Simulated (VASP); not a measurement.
Here is a VASP 6.6.1 calculation.

File INCAR:

```
SYSTEM = Mg
ALGO     = Normal         ! electronic algorithm
EDIFF    = 1E-7           ! SCF threshold, eV
ENCUT    = 520            ! plane-wave cutoff, eV
GGA      = PE             ! functional
ISIF     = 2              ! what is computed and relaxed
ISMEAR   = -1             ! smearing method
LASPH    = .True.         ! aspherical terms in the spheres
LCHARG   = .False.        ! write CHGCAR
LREAL    = .False.        ! projectors in reciprocal space
LWAVE    = .False.        ! write WAVECAR
NBANDS   = 7              ! bands
NELM     = 100            ! most SCF steps
PREC     = Accurate       ! precision mode
SIGMA    = 0.03           ! smearing width, eV
```

KPOINTS

```
k-points
0
Gamma
  16 16 16
  0 0 0
```

Contents of POSCAR:

```
Mg
1.0
    0.0000000000      2.2367500710      2.2367500710
    2.2367500710      0.0000000000      2.2367500710
    2.2367500710      2.2367500710      0.0000000000
Mg
1
Direct
    0.0000000000      0.0000000000      0.0000000000
```

Potentials or basis: VASP PAW PBE potentials, release 64 (Mg).

Run with:

```bash
$ cat potpaw_PBE.64/Mg/POTCAR > POTCAR
$ mpirun -np 1 vasp_std > vasp.out
```

**Question.** What does it give for the pressure?

**Answer.** 1.1 GPa.

**Question.** Estimate the band gap on the k mesh.

**Answer.** Zero (band 1 reaches 4.22 eV, above the bottom of band 2 at 1.47 eV).
